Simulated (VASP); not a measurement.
## TiNi: single point with r2SCAN

Crystal: TiNi.

```
Ti Ni
1.0
     2.98807    0.00000    0.00000
     0.00000    2.98807    0.00000
     0.00000    0.00000    2.98807
Ti Ni
1 1
Cartesian
  1.4940 1.4940 1.4940
  0.0000 0.0000 0.0000
```

| Item | Value |
| --- | --- |
| Program | VASP 6.6.1 |
| Task | single point |
| Functional | r2SCAN |
| Potentials or basis | VASP PAW PBE potentials, release 64 (Ti_sv, Ni) |
| Cutoff | 520 eV |
| k mesh | 10 × 10 × 10 |
| Occupations | fermi-dirac, width 0.05 eV |
| Spin | collinear spin, ferromagnetic start |
| Starting moments | [0.67, 0.68] μB |
| Fixed moment | 1.4 μB |

```json
{"Pressure": "2.6 GPa", "Net moment": "1.40 μB per cell", "Site moments": "Ti +0.66; Ni +0.58 μB", "Valence electrons inside the program's atomic spheres": "Ti 10.24; Ni 9.42"}
```

Run time: 85 s on 1 thread of Intel(R) Xeon(R) 6975P-C (Granite Rapids), with other jobs on the host, peak memory 0.19 GiB.

Caveat: the PAW data sets were made with another functional, which shifts forces and pressure a little; the total moment is fixed, so each spin has its own Fermi level.
